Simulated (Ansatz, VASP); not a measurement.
## Two plane-wave programs on PdWSe3

Contents of INCAR:

```
PREC = Accurate
ENCUT = 520
EDIFF = 1E-6
ISMEAR = 0
SIGMA = 0.1
LREAL = False
LASPH = True
NELM = 150
ALGO = Normal
ISIF = 2
LWAVE = False
LCHARG = True
ISPIN = 2
MAGMOM = 1 0 0 0 0
LORBIT = 11
LMAXMIX = 4
GGA = PE
LELF = True
LVHAR = True
NBANDS = 33
```

The input KPOINTS:

```
Automatic mesh
0
Gamma
  4 4 4
```

The input POSCAR:

```
PdWSe3
1.0
    4.7185288900      0.0000000000      0.0000000000
    0.0000000000      4.7185288900      0.0000000000
    0.0000000000      0.0000000000      4.7185288900
Pd W Se
1 1 3
Direct
    0.5000000000      0.5000000000      0.5000000000
    0.0000000000      0.0000000000      0.0000000000
    0.5000000000      0.0000000000      0.0000000000
    0.0000000000      0.5000000000      0.0000000000
    0.0000000000      0.0000000000      0.5000000000
```

Input for Ansatz:

```yaml
crystal:
  lattice:
    - [4.71852889, 0.0, 0.0]
    - [0.0, 4.71852889, 0.0]
    - [0.0, 0.0, 4.71852889]
  atoms:
    - { symbol: Pd, position: [0.5, 0.5, 0.5], spin: 1.0 }
    - { symbol: W, position: [0.0, 0.0, 0.0] }
    - { symbol: Se, position: [0.5, 0.0, 0.0] }
    - { symbol: Se, position: [0.0, 0.5, 0.0] }
    - { symbol: Se, position: [0.0, 0.0, 0.5] }
basis:
  ecutwfc: 420
kpoints:
  mp_grid: { grid: [4, 4, 4] }
hamiltonian:
  xc: pbe
scf:
  occupations: { method: gaussian, width: 0.1 }
  lower_state_search: "off"
output:
  forces: true
  stress: true
  eigenvalues: true
  populations: true
magnetization:
  spin_polarized: true
```

Change from the starting cell: species swapped into the DyRu3C type (Pm-3m, No. 221).

Alike in both runs: task single point; functional PBE; k mesh 4 × 4 × 4; occupations gaussian, width 0.1 eV; collinear spin.

```csv
,VASP,Ansatz
version,VASP 6.6.1,Ansatz 0.2.0
potentials or method,"VASP PAW PBE potentials, release 64 (Pd, W_sv, Se), cutoff 520 eV","scalar-relativistic, plane waves, PAW"
valence electrons in the cell,42,80
```

Ansatz gave:

| Property | Result |
| --- | --- |
| gap on the k mesh at the Fermi level (eV) | none |
| pressure (GPa) | 13.5 |
| net moment per atom (μB) | 0.00 |

Q: What did VASP give for the same quantities?

A: gap on the k mesh at the Fermi level (eV): none; pressure (GPa): 13.7; net moment per atom (μB): 0.00.

A gap of «none» marks a metal or a gap that the smearing closes. With one functional, cell and mesh, what is left measures potentials, basis and numerics. VASP's potentials hold 42 valence electrons a cell and Ansatz's 80, so a difference there can come from the potentials and not from the codes. Ansatz's warnings: seeded moment not kept.

Spin-orbit coupling is off throughout.
